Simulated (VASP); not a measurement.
# VSi (rocksalt type) (Fm-3m) in VASP: further runs

The runs below take VSi (rocksalt type) through single point, with PBE.

Everything below comes from runs of VASP 6.6.1. Logs are shortened: lines on timing, memory, paths and dates and some standing lists are left out, and cuts for length are marked.

## (1) The cell of the first run

The structure is cubic, space group Fm-3m (No. 225). Conventional cell: a = 4.821 Å, b = 4.821 Å, c = 4.821 Å, α = 90.00°, β = 90.00°, γ = 90.00°. V (site symmetry m-3m) has 6 Si at 2.41 Å within 3.2 Å. Si (site symmetry m-3m) has 6 V at 2.41 Å within 3.2 Å.

## (2) Single point, PBE, collinear spin, ferromagnetic start (volume scaled by 0.96)

INCAR reads:

```
ALGO = Normal
EDIFF = 1E-6
ENCUT = 520
GGA = PE
ISIF = 2
ISMEAR = -1
ISPIN = 2
LASPH = T
LCHARG = F
LMAXMIX = 4
LORBIT = 11
LREAL = F
LWAVE = F
MAGMOM = 1.5 0
NBANDS = 20
NELM = 150
PREC = Accurate
SIGMA = 0.03
```

KPOINTS reads:

```
k-points
0
Gamma
  13 13 13
```

POSCAR reads:

```
VSi
1.0
    0.0000000000      2.4106330294      2.4106330294
    2.4106330294      0.0000000000      2.4106330294
    2.4106330294      2.4106330294      0.0000000000
V Si
1 1
Direct
    0.0000000000      0.0000000000      0.0000000000
    0.5000000000      0.5000000000      0.5000000000
```

Potentials or basis: VASP PAW PBE potentials, release 64 (V_sv, Si).

On the command line:

```sh
$ cat potpaw_PBE.64/V_sv/POTCAR potpaw_PBE.64/Si/POTCAR > POTCAR
$ mpirun -np 1 vasp_std > vasp.out
```

OUTCAR:

```text
EDIFF = 1E-6
   ENCUT = 520
   GGA = PE
   ISIF = 2
   ISMEAR = -1
   ISPIN = 2
   LASPH = T
   LORBIT = 11
   LREAL = F
   NELM = 150
   PREC = Accurate

 ion  position               nearest neighbor table
   1  0.000  0.000  0.000-   2 2.41   2 2.41   2 2.41   2 2.41   2 2.41   2 2.41
   2  0.500  0.500  0.500-   1 2.41   1 2.41   1 2.41   1 2.41   1 2.41   1 2.41

  LATTYP: Found a face centered cubic cell.
 ALAT       =     4.8212660588

  Lattice vectors:

 A1 = (   0.0000000000,   2.4106330294,   2.4106330294)
 A2 = (   2.4106330294,   0.0000000000,   2.4106330294)
 A3 = (   2.4106330294,   2.4106330294,   0.0000000000)

Analysis of symmetry for initial positions (statically):
=====================================================================
 Subroutine PRICEL returns:
 Original cell was already a primitive cell.

 Routine SETGRP: Setting up the symmetry group for a
 face centered cubic supercell.

 Subroutine GETGRP returns: Found 48 space group operations
 (whereof 48 operations were pure point group operations)
 out of a pool of 48 trial point group operations.

The static configuration has the point symmetry O_h .

Analysis of symmetry for dynamics (positions and initial velocities):
=====================================================================
 Subroutine PRICEL returns:
 Original cell was already a primitive cell.

 Routine SETGRP: Setting up the symmetry group for a
 face centered cubic supercell.

 Subroutine GETGRP returns: Found 48 space group operations
 (whereof 48 operations were pure point group operations)
 out of a pool of 48 trial point group operations.

The dynamic configuration has the point symmetry O_h .

Analysis of structural, dynamic, and magnetic symmetry:
=====================================================================
 Subroutine PRICEL returns:
 Original cell was already a primitive cell.

 Routine SETGRP: Setting up the symmetry group for a
 face centered cubic supercell.

 Subroutine GETGRP returns: Found 48 space group operations
 (whereof 48 operations were pure point group operations)
 out of a pool of 48 trial point group operations.

The overall configuration has the point symmetry O_h .

 Subroutine INISYM returns: Found 48 space group operations
 (whereof 48 operations are pure point group operations),
 and found     1 'primitive' translations

----------------------------------------------------------------------------------------

                                     Primitive cell

  volume of cell :      28.0171

  direct lattice vectors                    reciprocal lattice vectors
     0.000000000  2.410633029  2.410633029    -0.207414399  0.207414399  0.207414399
     2.410633029  0.000000000  2.410633029     0.207414399 -0.207414399  0.207414399
     2.410633029  2.410633029  0.000000000     0.207414399  0.207414399 -0.207414399

  length of vectors
     3.409149924  3.409149924  3.409149924     0.359252277  0.359252277  0.359252277

  position of ions in fractional coordinates (direct lattice)
     0.000000000  0.000000000  0.000000000
     0.500000000  0.500000000  0.500000000

  ion indices of the primitive-cell ions
   primitive index   ion index
                 1           1
                 2           2

----------------------------------------------------------------------------------------

 KPOINTS: k-points

Automatic generation of k-mesh.
 Grid dimensions read from file:
 generate k-points for:   13   13   13

 Generating k-lattice:

  Cartesian coordinates                     Fractional coordinates (reciprocal lattice)
    -0.015954954  0.015954954  0.015954954     0.076923077  0.000000000  0.000000000
     0.015954954 -0.015954954  0.015954954     0.000000000  0.076923077  0.000000000
     0.015954954  0.015954954 -0.015954954     0.000000000  0.000000000  0.076923077

  Length of vectors
     0.027634791  0.027634791  0.027634791

  Shift w.r.t. Gamma in fractional coordinates (k-lattice)
     0.000000000  0.000000000  0.000000000

 Subroutine IBZKPT returns following result:
 ===========================================

 Found     84 irreducible k-points:

 Following reciprocal coordinates:
            Coordinates               Weight
  0.000000  0.000000  0.000000      1.000000
  0.076923  0.000000  0.000000      8.000000
  0.153846  0.000000  0.000000      8.000000
  0.230769  0.000000  0.000000      8.000000
  0.307692  0.000000  0.000000      8.000000
  0.384615  0.000000  0.000000      8.000000
[... 16 lines left out ...]
  0.384615  0.153846  0.000000     24.000000
  0.461538  0.153846  0.000000     24.000000
 [... further k-points ...]
   k-points           NKPTS =     84   k-points in BZ     NKDIM =     84   number of bands    NBANDS=     20
   number of dos      NEDOS =    301   number of ions     NIONS =      2
   total plane-waves  NPLWV =  21952
   dimension x,y,z NGX =    28 NGY =   28 NGZ =   28
   dimension x,y,z NGXF=    56 NGYF=   56 NGZF=   56
   ions per type =               1   1
   NGX,Y,Z   is equivalent  to a cutoff of  13.65, 13.65, 13.65 a.u.
   NGXF,Y,Z  is equivalent  to a cutoff of  27.31, 27.31, 27.31 a.u.
 SYSTEM =  unknown system
   PREC   = accura    normal or accurate (medium, high low for compatibility)
   ISTART =      0    job   : 0-new  1-cont  2-samecut
   ICHARG =      2    charge: 1-file 2-atom 10-const
   ISPIN  =      2    spin polarized calculation?
   LNONCOLLINEAR =      F non collinear calculations
   LSORBIT =      F    spin-orbit coupling
   LASPH  =      T    aspherical Exc in radial PAW
   ENCUT  =  520.0 eV  38.22 Ry    6.18 a.u.   6.34  6.34  6.34*2*pi/ulx,y,z
   NELM   =    150;   NELMIN=  2; NELMDL= -5     # of ELM steps
   EDIFF  = 0.1E-05   stopping-criterion for ELM
   LREAL  =      F    real-space projection
   EDIFFG = 0.1E-04   stopping-criterion for IOM
   NSW    =      0    number of steps for IOM
   IBRION =     -1    ionic relax: 0-MD 1-quasi-New 2-CG
   NFREE  =      0    steps in history (QN), initial steepest desc. (CG)
   ISIF   =      2    stress and relaxation
   ISYM   =      2    0-nonsym 1-usesym 2-fastsym
   POTIM  = 0.5000    time-step for ionic-motion
   TEBEG  =    0.0;   TEEND  =   0.0 temperature during run
   PSTRESS=    0.0 pullay stress
   NELECT =      17.0000    total number of electrons
   NUPDOWN=      -1.0000    fix difference up-down
   EMIN   =  10.00;   EMAX   =-10.00  energy-range for DOS
   EFERMI =   0.00;   METHOD = LEGACY
   ISMEAR =    -1;   SIGMA  =   0.03  broadening in eV -4-tet -1-fermi 0-gaus
   EFERMI_NEDOS =   21; number of points for ismear=-14 and -15
   IALGO  =     38    algorithm
   IMIX   =      4    mixing-type and parameters
     AMIX     =   0.40;   BMIX     =  1.00
     AMIX_MAG =   1.60;   BMIX_MAG =  1.00
  volume/ion in A,a.u.               =      14.01        94.53
  Fermi-wavevector in a.u.,A,eV,Ry     =   1.385958  2.619081 26.135149  1.920879
  Thomas-Fermi vector in A             =   2.510319
   LORBIT       =     11    0 simple, 1 ext, 2 COOP (PROOUT), +10 PAW based schemes
   GGA     = PE    functional components
   LHFCALC =     F    Hartree Fock is set to
   AEXX    =    0.0000 exact exchange contribution
   IVDW    =     0    specifies the selected vdW correction
   LEPSILON=     F    determine dielectric tensor
   LRPA    =     F    only Hartree local field effects (RPA)
 spin polarized calculation
  energy-cutoff  :      520.00
  volume of cell :       28.02
 maximum number of plane-waves:       769
 NGX is ok and might be reduce to    28
   NGX = 13   NGY = 13   NGZ = 13

 number of electron      17.0000003 magnetization       0.0034028

 Free energy of the ion-electron system (eV)
  ---------------------------------------------------
  ext. energy  EPLUGINS =         0.00000000
  ---------------------------------------------------
  free energy    TOTEN  =       -14.39950169 eV

  energy without entropy =      -14.39291691  energy(sigma->0) =      -14.39620930

 E-fermi :   9.9381     XC(G=0): -11.8983

 val. band max:        9.9359820686   @ k =   0.4615   0.2308   0.0000
 cond. band min:       9.9382981575   @ k =   0.4615   0.2308   0.0000
 fundamental gap:      0.0023160889
 Fermi energy:         9.9380881395

 spin component 1

 k-point     1 :       0.0000    0.0000    0.0000
  band No.  band energies     occupation
      1     -54.4069      1.00000
      2     -28.2608      1.00000
      3     -28.2608      1.00000
      4     -28.2608      1.00000
      5      -1.5239      1.00000
      6       8.9402      1.00000
[... 12 lines left out ...]
     19      25.8053      0.00000
     20      25.8053      0.00000
[... 507 lines left out ...]
 k-point    24 :       0.4615    0.1538    0.0000
  band No.  band energies     occupation
      1     -54.3973      1.00000
      2     -28.3466      1.00000
      3     -28.2844      1.00000
      4     -28.2794      1.00000
      5       1.6906      1.00000
      6       4.9462      1.00000
[... 12 lines left out ...]
     19      26.7997      0.00000
     20      30.4268      0.00000

 [... further k-points ...]

 spin component 2

 k-point     1 :       0.0000    0.0000    0.0000
  band No.  band energies     occupation
      1     -54.4037      1.00000
      2     -28.2575      1.00000
      3     -28.2575      1.00000
      4     -28.2575      1.00000
      5      -1.5236      1.00000
      6       8.9429      1.00000
[... 12 lines left out ...]
     19      25.8063      0.00000
     20      25.8063      0.00000
[... 507 lines left out ...]
 k-point    24 :       0.4615    0.1538    0.0000
  band No.  band energies     occupation
      1     -54.3941      1.00000
      2     -28.3433      1.00000
      3     -28.2812      1.00000
      4     -28.2762      1.00000
      5       1.6908      1.00000
      6       4.9470      1.00000
[... 12 lines left out ...]
     19      26.8005      0.00000
     20      30.4276      0.00000

 [... further k-points ...]

------------------------ aborting loop because EDIFF is reached ----------------------------------------

  FORCE on cell =-STRESS in cart. coord.  units (eV):
  Direction    XX          YY          ZZ          XY          YZ          ZX
  --------------------------------------------------------------------------------------
  -------------------------------------------------------------------------------------
  Total        1.1088470      1.1088470      1.1088470      0.0000000     -0.0000000      0.0000000
  in kB       63.4101686     63.4101686     63.4101686      0.0000000     -0.0000000      0.0000000
  external PRESSURE =      63.4101686 kB  Pullay stress =       0.0000000 kB

 VOLUME and BASIS-vectors are now :
 -----------------------------------------------------------------------------
  energy-cutoff  :      520.00
  volume of cell :       28.02
      direct lattice vectors                 reciprocal lattice vectors
     0.000000000  2.410633029  2.410633029    -0.207414399  0.207414399  0.207414399
     2.410633029  0.000000000  2.410633029     0.207414399 -0.207414399  0.207414399
     2.410633029  2.410633029  0.000000000     0.207414399  0.207414399 -0.207414399

 POSITION                                       TOTAL-FORCE (eV/Angst)
 -----------------------------------------------------------------------------------
      0.00000      0.00000      0.00000         0.000000      0.000000      0.000000
      2.41063      2.41063      2.41063        -0.000000     -0.000000     -0.000000
 -----------------------------------------------------------------------------------
    total drift:                               -0.000000     -0.000000      0.000000

  FREE ENERGIE OF THE ION-ELECTRON SYSTEM (eV)
  ---------------------------------------------------
  free  energy   TOTEN  =       -14.3995016944 eV

  energy  without entropy=      -14.3929169105  energy(sigma->0) =      -14.39620930

 total charge

# of ion       s       p       d       tot
------------------------------------------
    1        2.231   6.198   3.258  11.687
    2        0.805   0.968   0.000   1.773
--------------------------------------------------
tot          3.036   7.166   3.258  13.460

 magnetization (x)

# of ion       s       p       d       tot
------------------------------------------
    1        0.000   0.000   0.003   0.003
    2       -0.000  -0.000   0.000  -0.000
--------------------------------------------------
tot         -0.000  -0.000   0.003   0.003
```

Run time: 39 s. Hardware: 1 thread of Intel Xeon 6975P-C (Granite Rapids), shared host; peak memory 0.21 GiB.

What came out:

```yaml
Free_energy: -14.3995 eV
Pressure: 6.3 GPa
Net_moment: 0.00 μB per cell
Valence_electrons_inside_the_program's_atomic_spheres: V 11.69; Si 1.77
```

Caveat: the cell differs from its parent crystal (volume scaled by 0.96).

## (3) Single point, PBE, collinear spin, ferromagnetic start (volume scaled by 0.98)

INCAR reads:

```
  ALGO = Normal
  EDIFF = 1E-7
  ENCUT = 520
  GGA = PE
  ISIF = 2
  ISMEAR = -1
  ISPIN = 2
  LASPH = True
  LCHARG = True
  LELF = True
  LMAXMIX = 4
  LORBIT = 11
  LREAL = False
  LVHAR = True
  LWAVE = False
  MAGMOM = 1.5 0
  NBANDS = 20
  NELM = 150
  PREC = Accurate
  SIGMA = 0.03
```

KPOINTS is that of step 2.

POSCAR reads:

```
VSi
1.0
    0.0000000000      2.4272586101      2.4272586101
    2.4272586101      0.0000000000      2.4272586101
    2.4272586101      2.4272586101      0.0000000000
V Si
1 1
Direct
    0.0000000000      0.0000000000      0.0000000000
    0.5000000000      0.5000000000      0.5000000000
```

Potentials or basis: VASP PAW PBE potentials, release 64 (V_sv, Si).

On the command line:

```sh
$ cat potpaw_PBE.64/V_sv/POTCAR potpaw_PBE.64/Si/POTCAR > POTCAR
$ mpirun -np 1 vasp_std > vasp.out
```

Run time: 49 s. Hardware: 1 thread of Intel Xeon 6975P-C (Granite Rapids), shared host; peak memory 0.22 GiB.

The run converged. Its results:

```yaml
Free_energy: -14.4164 eV
Pressure: 3.0 GPa
Net_moment: 0.00 μB per cell
Valence_electrons_inside_the_program's_atomic_spheres: V 11.65; Si 1.76
```

Levels at points of the mesh, in eV from the Fermi level:
Spin up:
| k point | band 6 | band 7 | band 8 | band 9 | band 10 | band 11 |
| --- | --- | --- | --- | --- | --- | --- |
| (0.00, 0.00, 0.00) | -0.96 | -0.96 | -0.96 | -0.65 | -0.65 | 3.64 |
Spin down:
| k point | band 5 | band 6 | band 7 | band 8 | band 9 | band 10 | band 11 | band 12 |
| --- | --- | --- | --- | --- | --- | --- | --- | --- |
| (0.00, 0.00, 0.00) | -11.34 | -0.96 | -0.96 | -0.96 | -0.65 | -0.65 | 3.64 | 3.64 |

Caveat: the cell differs from its parent crystal (volume scaled by 0.98).

## (4) Single point, PBE, collinear spin, ferromagnetic start

This run uses another cell than the first one, of 14.59 Å³/atom, 1.042 times its volume.

INCAR reads:

```
SYSTEM = VSi
  ALGO = Normal
  EDIFF = 1E-6
  ENCUT = 520
  GGA = PE
  ISIF = 2
  ISMEAR = -1
  ISPIN = 2
  LASPH = .TRUE.
  LCHARG = .TRUE.
  LELF = .TRUE.
  LMAXMIX = 4
  LORBIT = 11
  LREAL = .FALSE.
  LVHAR = .TRUE.
  LWAVE = .FALSE.
  MAGMOM = 1.5 0
  NBANDS = 20
  NELM = 150
  PREC = Accurate
  SIGMA = 0.03
```

KPOINTS reads:

```
k-points
0
G
  13 13 13
  0 0 0
```

POSCAR reads:

```
VSi
1.0
    0.0000000000      2.4436595036      2.4436595036
    2.4436595036      0.0000000000      2.4436595036
    2.4436595036      2.4436595036      0.0000000000
V Si
1 1
Direct
    0.0000000000      0.0000000000      0.0000000000
    0.5000000000      0.5000000000      0.5000000000
```

On the command line:

```sh
$ cat potpaw_PBE.64/V_sv/POTCAR potpaw_PBE.64/Si/POTCAR > POTCAR
$ mpirun -np 1 vasp_std > vasp.out
```

It took 41 s on 1 thread of Intel Xeon 6975P-C (Granite Rapids), shared host; peak memory 0.22 GiB.

Results (log left out):

```
Free energy                                           : -14.4221 eV
Pressure                                              : 0.2 GPa
Net moment                                            : 0.01 μB per cell
Valence electrons inside the program's atomic spheres : V 11.62; Si 1.75
```

Levels at points of the mesh, in eV from the Fermi level:
Spin up:
```tsv
k point	band 4	band 5	band 6	band 7	band 8	band 9	band 10	band 11	band 12	band 13
(0.00, 0.00, 0.00)	-38.25	-11.22	-0.92	-0.92	-0.92	-0.63	-0.63	3.56	3.56	3.56
```
Spin down:
```csv
k point,band 4,band 5,band 6,band 7,band 8,band 9,band 10,band 11,band 12,band 13
"(0.00, 0.00, 0.00)",-38.24,-11.22,-0.92,-0.92,-0.92,-0.62,-0.62,3.56,3.56,3.56
```

## (5) Overview

| cell | gap on the mesh (eV) | pressure (GPa) | moment (μB) |
| --- | --- | --- | --- |
| a = 3.409 Å, angles 60.0°, 2 atoms | none | 6.3 | 0.00 |
| a = 3.433 Å, angles 60.0°, 2 atoms | none | 3.0 | 0.00 |
| a = 3.456 Å, angles 60.0°, 2 atoms | none | 0.2 | 0.01 |

Alike in all rows: task single point; level PBE; potentials or basis VASP PAW PBE potentials, release 64 (V_sv, Si); spin collinear, ferromagnetic start; k mesh 13 × 13 × 13; cutoff (eV) 520; smearing fermi-dirac 0.03 eV.

Absolute energies hang on the potentials; compare differences alone.
